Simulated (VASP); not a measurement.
# ZnSb2C (P-4m2) in VASP: further runs

ZnSb2C is run at these levels: PBE; tasks: single point.

All numbers are computed with VASP 6.6.1; they aren't measurements. Logs are shortened: lines on timing, memory, paths and dates and some standing lists are left out, and cuts for length are marked.

### 1 The cell of the first run

It takes space group P-4m2 (No. 115, tetragonal). Conventional cell: a = 3.827 Å, b = 3.827 Å, c = 5.971 Å, α = 90.00°, β = 90.00°, γ = 90.00°. Zn (site symmetry -4m2) has 4 Sb at 2.58 Å within 3.4 Å. Within 3.0 Å of Sb (site symmetry 2mm) lie 2 C at 2.28 Å and 2 Zn at 2.58 Å. C (site symmetry -4m2) has 4 Sb at 2.28 Å within 3.0 Å.

### 2 Single point, PBE

Input file INCAR:

```
SYSTEM = ZnSb2C
PREC = Accurate
ENCUT = 520
EDIFF = 1E-6
ISMEAR = -1
SIGMA = 0.02
LREAL = .False.
LASPH = .True.
NELM = 100
ALGO = Normal
ISIF = 2
LWAVE = .False.
LCHARG = .False.
GGA = PE
NBANDS = 21
```

Input file KPOINTS:

```
Automatic mesh
0
Gamma
  6 6 4
  0 0 0
```

Input file POSCAR:

```
ZnSb2C
1.0
    3.8273790815      0.0000000000      0.0000000000
    0.0000000000      3.8273790815      0.0000000000
    0.0000000000      0.0000000000      5.9708967051
Zn Sb C
1 2 1
Direct
    0.0000000000      0.0000000000      0.0000000000
    0.0000000000      0.5000000000      0.2909733445
    0.5000000000      0.0000000000      0.7090266555
    0.5000000000      0.5000000000      0.5000000000
```

Potentials or basis: VASP PAW PBE potentials, release 64 (Zn, Sb, C).

Started as:

```
> cat potpaw_PBE.64/Zn/POTCAR potpaw_PBE.64/Sb/POTCAR potpaw_PBE.64/C/POTCAR > POTCAR
> mpirun -np 1 vasp_std > vasp.out
```

OUTCAR:

```text
SYSTEM = ZnSb2C
   PREC = Accurate
   ENCUT = 520
   EDIFF = 1E-6
   ISMEAR = -1
   LREAL = .False.
   LASPH = .True.
   NELM = 100
   ISIF = 2
   GGA = PE

 ion  position               nearest neighbor table
   1  0.000  0.000  0.000-   2 2.58   3 2.58   2 2.58   3 2.58
   2  0.000  0.500  0.291-   4 2.28   4 2.28   1 2.58   1 2.58   3 3.68   3 3.68   3 3.68   3 3.68

   3  0.500  0.000  0.709-   4 2.28   4 2.28   1 2.58   1 2.58   2 3.68   2 3.68   2 3.68   2 3.68

   4  0.500  0.500  0.500-   2 2.28   3 2.28   3 2.28   2 2.28

  LATTYP: Found a simple tetragonal cell.
 ALAT       =     3.8273790815
 C/A-ratio  =     1.5600484242

  Lattice vectors:

 A1 = (   3.8273790815,   0.0000000000,   0.0000000000)
 A2 = (   0.0000000000,   3.8273790815,   0.0000000000)
 A3 = (   0.0000000000,   0.0000000000,   5.9708967051)

Analysis of symmetry for initial positions (statically):
=====================================================================
 Subroutine PRICEL returns:
 Original cell was already a primitive cell.

 Routine SETGRP: Setting up the symmetry group for a
 simple tetragonal supercell.

 Subroutine GETGRP returns: Found  8 space group operations
 (whereof  8 operations were pure point group operations)
 out of a pool of 16 trial point group operations.

The static configuration has the point symmetry D_2d.

Analysis of symmetry for dynamics (positions and initial velocities):
=====================================================================
 Subroutine PRICEL returns:
 Original cell was already a primitive cell.

 Routine SETGRP: Setting up the symmetry group for a
 simple tetragonal supercell.

 Subroutine GETGRP returns: Found  8 space group operations
 (whereof  8 operations were pure point group operations)
 out of a pool of 16 trial point group operations.

The dynamic configuration has the point symmetry D_2d.

 Subroutine INISYM returns: Found  8 space group operations
 (whereof  8 operations are pure point group operations),
 and found     1 'primitive' translations

----------------------------------------------------------------------------------------

                                     Primitive cell

  volume of cell :      87.4667

  direct lattice vectors                    reciprocal lattice vectors
     3.827379082  0.000000000  0.000000000     0.261275400  0.000000000  0.000000000
     0.000000000  3.827379082  0.000000000     0.000000000  0.261275400  0.000000000
     0.000000000  0.000000000  5.970896705     0.000000000  0.000000000  0.167479032

  length of vectors
     3.827379082  3.827379082  5.970896705     0.261275400  0.261275400  0.167479032

  position of ions in fractional coordinates (direct lattice)
     0.000000000  0.000000000  0.000000000
     0.000000000  0.500000000  0.290973345
     0.500000000  0.000000000  0.709026655
     0.500000000  0.500000000  0.500000000

  ion indices of the primitive-cell ions
   primitive index   ion index
                 1           1
                 2           2
                 3           3
                 4           4

----------------------------------------------------------------------------------------

 KPOINTS: Automatic mesh

Automatic generation of k-mesh.
 Grid dimensions read from file:
 generate k-points for:    6    6    4

 Generating k-lattice:

  Cartesian coordinates                     Fractional coordinates (reciprocal lattice)
     0.043545900  0.000000000  0.000000000     0.166666667  0.000000000  0.000000000
     0.000000000  0.043545900  0.000000000     0.000000000  0.166666667  0.000000000
     0.000000000  0.000000000  0.041869758     0.000000000  0.000000000  0.250000000

  Length of vectors
     0.043545900  0.043545900  0.041869758

  Shift w.r.t. Gamma in fractional coordinates (k-lattice)
     0.000000000  0.000000000  0.000000000

 Subroutine IBZKPT returns following result:
 ===========================================

 Found     30 irreducible k-points:

 Following reciprocal coordinates:
            Coordinates               Weight
  0.000000  0.000000  0.000000      1.000000
  0.166667  0.000000  0.000000      4.000000
  0.333333  0.000000  0.000000      4.000000
  0.500000  0.000000  0.000000      2.000000
  0.166667  0.166667  0.000000      4.000000
  0.333333  0.166667  0.000000      8.000000
[... 16 lines left out ...]
  0.333333  0.000000  0.500000      4.000000
  0.500000  0.000000  0.500000      2.000000
 [... further k-points ...]
   k-points           NKPTS =     30   k-points in BZ     NKDIM =     30   number of bands    NBANDS=     21
   number of dos      NEDOS =    301   number of ions     NIONS =      4
   total plane-waves  NPLWV =  37632
   dimension x,y,z NGX =    28 NGY =   28 NGZ =   48
   dimension x,y,z NGXF=    56 NGYF=   56 NGZF=   96
   ions per type =               1   2   1
   NGX,Y,Z   is equivalent  to a cutoff of  12.16, 12.16, 13.36 a.u.
   NGXF,Y,Z  is equivalent  to a cutoff of  24.32, 24.32, 26.73 a.u.
 SYSTEM =  ZnSb2C
   PREC   = accura    normal or accurate (medium, high low for compatibility)
   ISTART =      0    job   : 0-new  1-cont  2-samecut
   ICHARG =      2    charge: 1-file 2-atom 10-const
   ISPIN  =      1    spin polarized calculation?
   LNONCOLLINEAR =      F non collinear calculations
   LSORBIT =      F    spin-orbit coupling
   LASPH  =      T    aspherical Exc in radial PAW
   ENCUT  =  520.0 eV  38.22 Ry    6.18 a.u.   7.12  7.12 11.10*2*pi/ulx,y,z
   NELM   =    100;   NELMIN=  2; NELMDL= -5     # of ELM steps
   EDIFF  = 0.1E-05   stopping-criterion for ELM
   LREAL  =      F    real-space projection
   EDIFFG = 0.1E-04   stopping-criterion for IOM
   NSW    =      0    number of steps for IOM
   IBRION =     -1    ionic relax: 0-MD 1-quasi-New 2-CG
   NFREE  =      0    steps in history (QN), initial steepest desc. (CG)
   ISIF   =      2    stress and relaxation
   ISYM   =      2    0-nonsym 1-usesym 2-fastsym
   POTIM  = 0.5000    time-step for ionic-motion
   TEBEG  =    0.0;   TEEND  =   0.0 temperature during run
   PSTRESS=    0.0 pullay stress
   NELECT =      26.0000    total number of electrons
   NUPDOWN=      -1.0000    fix difference up-down
   EMIN   =  10.00;   EMAX   =-10.00  energy-range for DOS
   EFERMI =   0.00;   METHOD = LEGACY
   ISMEAR =    -1;   SIGMA  =   0.02  broadening in eV -4-tet -1-fermi 0-gaus
   EFERMI_NEDOS =   21; number of points for ismear=-14 and -15
   IALGO  =     38    algorithm
   IMIX   =      4    mixing-type and parameters
     AMIX     =   0.40;   BMIX     =  1.00
     AMIX_MAG =   1.60;   BMIX_MAG =  1.00
  volume/ion in A,a.u.               =      21.87       147.56
  Fermi-wavevector in a.u.,A,eV,Ry     =   1.092576  2.064670 16.241587  1.193723
  Thomas-Fermi vector in A             =   2.228845
   LORBIT       =      0    0 simple, 1 ext, 2 COOP (PROOUT), +10 PAW based schemes
   GGA     = PE    functional components
   LHFCALC =     F    Hartree Fock is set to
   AEXX    =    0.0000 exact exchange contribution
   IVDW    =     0    specifies the selected vdW correction
   LEPSILON=     F    determine dielectric tensor
   LRPA    =     F    only Hartree local field effects (RPA)
 non-spin polarized calculation
  energy-cutoff  :      520.00
  volume of cell :       87.47
 maximum number of plane-waves:      2376
   NGX = 15   NGY = 15   NGZ = 23

 number of electron      25.9999983 magnetization

 Free energy of the ion-electron system (eV)
  ---------------------------------------------------
  ext. energy  EPLUGINS =         0.00000000
  ---------------------------------------------------
  free energy    TOTEN  =       -15.62145090 eV

  energy without entropy =      -15.62106639  energy(sigma->0) =      -15.62125865

 E-fermi :   6.2163     XC(G=0):  -9.7607

 val. band max:        6.1479082553   @ k =   0.5000   0.1667   0.5000
 cond. band min:       6.2679661784   @ k =   0.0000   0.0000   0.5000
 fundamental gap:      0.1200579231
 Fermi energy:         6.2163460631

 k-point     1 :       0.0000    0.0000    0.0000
  band No.  band energies     occupation
      1      -7.9243      2.00000
      2      -3.9492      2.00000
      3      -2.3191      2.00000
      4      -1.7326      2.00000
      5      -1.7326      2.00000
      6      -1.6630      2.00000
[... 13 lines left out ...]
     20      12.4669      0.00000
     21      14.3356      0.00000

 k-point     2 :       0.1667    0.0000    0.0000
  band No.  band energies     occupation
      1      -7.7083      2.00000
      2      -3.9241      2.00000
      3      -2.3481      2.00000
      4      -1.7291      2.00000
      5      -1.7217      2.00000
      6      -1.6540      2.00000
[... 13 lines left out ...]
     20      13.4674      0.00000
     21      13.7750      0.00000

 k-point     3 :       0.3333    0.0000    0.0000
  band No.  band energies     occupation
      1      -7.1331      2.00000
      2      -4.1946      2.00000
      3      -2.5122      2.00000
      4      -1.7672      2.00000
      5      -1.7222      2.00000
      6      -1.6218      2.00000
[... 13 lines left out ...]
     20      13.0852      0.00000
     21      13.3633      0.00000

 k-point     4 :       0.5000    0.0000    0.0000
  band No.  band energies     occupation
      1      -6.6764      2.00000
      2      -4.6564      2.00000
      3      -2.5479      2.00000
      4      -1.7833      2.00000
      5      -1.7187      2.00000
      6      -1.6340      2.00000
[... 13 lines left out ...]
     20      12.4129      0.00000
     21      12.5220      0.00000

 k-point     5 :       0.1667    0.1667    0.0000
  band No.  band energies     occupation
      1      -7.4917      2.00000
      2      -3.8596      2.00000
      3      -2.4042      2.00000
      4      -1.7282      2.00000
      5      -1.7269      2.00000
      6      -1.6146      2.00000
[... 13 lines left out ...]
     20      12.6785      0.00000
     21      13.7414      0.00000

 k-point     6 :       0.3333    0.1667    0.0000
  band No.  band energies     occupation
      1      -6.9135      2.00000
      2      -4.0326      2.00000
      3      -2.6077      2.00000
      4      -1.7708      2.00000
      5      -1.7075      2.00000
      6      -1.6371      2.00000
[... 13 lines left out ...]
     20      11.9370      0.00000
     21      13.1187      0.00000

 k-point     7 :       0.5000    0.1667    0.0000
  band No.  band energies     occupation
      1      -6.4511      2.00000
      2      -4.4746      2.00000
      3      -2.6327      2.00000
      4      -1.7848      2.00000
      5      -1.6988      2.00000
      6      -1.6518      2.00000
[... 13 lines left out ...]
     20      11.9720      0.00000
     21      13.1920      0.00000
[... 291 lines left out ...]
      1      -5.2494      2.00000
      2      -3.7743      2.00000
      3      -3.7743      2.00000
      4      -1.7181      2.00000
      5      -1.7059      2.00000
      6      -1.5963      2.00000
[... 13 lines left out ...]
     20      11.6506      0.00000
     21      13.9999      0.00000

 k-point    21 :       0.0000    0.0000    0.5000
  band No.  band energies     occupation
      1      -7.7568      2.00000
      2      -4.9439      2.00000
      3      -2.0122      2.00000
      4      -1.7468      2.00000
      5      -1.7468      2.00000
      6      -1.6736      2.00000
[... 13 lines left out ...]
     20      11.8567      0.00000
     21      13.4547      0.00000

 k-point    22 :       0.1667    0.0000    0.5000
  band No.  band energies     occupation
      1      -7.5527      2.00000
      2      -4.7800      2.00000
      3      -2.0382      2.00000
      4      -1.7504      2.00000
      5      -1.7405      2.00000
      6      -1.6554      2.00000
[... 13 lines left out ...]
     20      12.1599      0.00000
     21      13.1593      0.00000

 k-point    23 :       0.3333    0.0000    0.5000
  band No.  band energies     occupation
      1      -7.0251      2.00000
      2      -4.4947      2.00000
      3      -2.2916      2.00000
      4      -1.7279      2.00000
      5      -1.7277      2.00000
      6      -1.6204      2.00000
[... 13 lines left out ...]
     20      12.0291      0.00000
     21      13.6376      0.00000

 k-point    24 :       0.5000    0.0000    0.5000
  band No.  band energies     occupation
      1      -6.6385      2.00000
      2      -4.5151      2.00000
      3      -2.5292      2.00000
      4      -1.7215      2.00000
      5      -1.7209      2.00000
      6      -1.6325      2.00000
[... 13 lines left out ...]
     20      12.2887      0.00000
     21      13.3314      0.00000

 [... further k-points ...]

------------------------ aborting loop because EDIFF is reached ----------------------------------------

  FORCE on cell =-STRESS in cart. coord.  units (eV):
  Direction    XX          YY          ZZ          XY          YZ          ZX
  --------------------------------------------------------------------------------------
  -------------------------------------------------------------------------------------
  Total        0.9883523      0.9883523      1.2957658      0.0000000     -0.0000000     -0.0000000
  in kB       18.1042208     18.1042208     23.7352929      0.0000000     -0.0000000     -0.0000000
  external PRESSURE =      19.9812448 kB  Pullay stress =       0.0000000 kB

 VOLUME and BASIS-vectors are now :
 -----------------------------------------------------------------------------
  energy-cutoff  :      520.00
  volume of cell :       87.47
      direct lattice vectors                 reciprocal lattice vectors
     3.827379082  0.000000000  0.000000000     0.261275400  0.000000000  0.000000000
     0.000000000  3.827379082  0.000000000     0.000000000  0.261275400  0.000000000
     0.000000000  0.000000000  5.970896705     0.000000000  0.000000000  0.167479032

 POSITION                                       TOTAL-FORCE (eV/Angst)
 -----------------------------------------------------------------------------------
      0.00000      0.00000      0.00000         0.000000     -0.000000      0.000000
      0.00000      1.91369      1.73737        -0.000000     -0.000000      0.094182
      1.91369      0.00000      4.23352         0.000000     -0.000000     -0.094182
      1.91369      1.91369      2.98545         0.000000      0.000000      0.000000
 -----------------------------------------------------------------------------------
    total drift:                               -0.000000      0.000000      0.000000

  FREE ENERGIE OF THE ION-ELECTRON SYSTEM (eV)
  ---------------------------------------------------
  free  energy   TOTEN  =       -15.6214509048 eV

  energy  without entropy=      -15.6210663927  energy(sigma->0) =      -15.62125865
```

Wall time 28 s (1 thread of Intel Xeon Platinum 8559C (Emerald Rapids), shared host); peak memory 0.22 GiB.

What came out:

| Property | Result |
| --- | --- |
| Free energy | -15.6215 eV |
| Pressure | 2.0 GPa |
| Largest force | 0.094 eV/Å |
| Band gap on the k mesh | zero (bands 13 and 14 overlap by 0.76 eV) |

Forces in eV/Å, atoms in the order of the input:
```
Zn   0.000  0.000  0.000
Sb   0.000  0.000  0.094
Sb   0.000  0.000 -0.094
C    0.000  0.000  0.000
```

Levels at points of the mesh, in eV from the Fermi level:
```
           k point  band 10  band 11  band 12  band 13  band 14  band 15  band 16  band 17
(0.00, 0.00, 0.00)    -4.19    -1.96    -1.11     0.50     0.78     0.78     2.61     2.61
(0.50, 0.00, 0.00)    -4.76    -4.25    -3.52     0.11     0.21     2.58     2.59     4.04
(0.50, 0.50, 0.00)    -4.80    -3.60    -3.60    -2.62     0.30     0.50     1.11     1.11
(0.00, 0.00, 0.50)    -4.01    -4.01    -0.35    -0.26    -0.26     0.05     3.96     4.23
(0.50, 0.00, 0.50)    -3.51    -2.56    -1.93    -1.21     0.34     1.50     2.36     3.74
(0.50, 0.50, 0.50)    -4.98    -4.37    -4.11    -4.11     2.41     2.62     3.02     3.02
```

Caveat: spin-orbit coupling is left out, which moves the levels of the heavy elements.

### 3 Single point, PBE

Input file INCAR:

```
PREC = Accurate
ENCUT = 520
EDIFF = 1E-7
ISMEAR = -1
SIGMA = 0.02
LREAL = False
LASPH = True
NELM = 80
ALGO = Normal
ISIF = 2
LWAVE = False
LCHARG = False
GGA = PE
NBANDS = 21
```

Input file KPOINTS:

```
Automatic mesh
0
Gamma
  6 6 4
```

POSCAR is that of step 2.

Potentials or basis: VASP PAW PBE potentials, release 64 (Zn, Sb, C).

Started as:

```
> cat potpaw_PBE.64/Zn/POTCAR potpaw_PBE.64/Sb/POTCAR potpaw_PBE.64/C/POTCAR > POTCAR
> mpirun -np 1 vasp_std > vasp.out
```

Wall time 30 s (1 thread of Intel Xeon Platinum 8559C (Emerald Rapids), shared host); peak memory 0.22 GiB.

Results (log left out):

```yaml
Free_energy: -15.6215 eV
Pressure: 2.0 GPa
Largest_force: 0.094 eV/Å
Band_gap_on_the_k_mesh: zero (bands 13 and 14 overlap by 0.76 eV)
```

Forces on the atoms (eV/Å):
```
Zn   0.000  0.000  0.000
Sb   0.000  0.000  0.094
Sb   0.000  0.000 -0.094
C    0.000  0.000  0.000
```

Stress tensor (GPa, compression positive):
```
1.81 0.00 0.00
0.00 1.81 0.00
0.00 0.00 2.37
```

Levels at points of the mesh, in eV from the Fermi level:
| k point | band 10 | band 11 | band 12 | band 13 | band 14 | band 15 | band 16 | band 17 |
| --- | --- | --- | --- | --- | --- | --- | --- | --- |
| (0.00, 0.00, 0.00) | -4.19 | -1.96 | -1.11 | 0.50 | 0.78 | 0.78 | 2.61 | 2.61 |
| (0.50, 0.00, 0.00) | -4.76 | -4.25 | -3.52 | 0.11 | 0.21 | 2.58 | 2.59 | 4.04 |
| (0.50, 0.50, 0.00) | -4.80 | -3.60 | -3.60 | -2.62 | 0.30 | 0.50 | 1.11 | 1.11 |
| (0.00, 0.00, 0.50) | -4.01 | -4.01 | -0.35 | -0.26 | -0.26 | 0.05 | 3.96 | 4.23 |
| (0.50, 0.00, 0.50) | -3.51 | -2.56 | -1.93 | -1.21 | 0.34 | 1.50 | 2.36 | 3.74 |
| (0.50, 0.50, 0.50) | -4.98 | -4.37 | -4.11 | -4.11 | 2.41 | 2.62 | 3.02 | 3.02 |

Caveat: spin-orbit coupling is left out, which moves the levels of the heavy elements.

The gap in the log of VASP goes by the Fermi energy; the results here count the filled bands.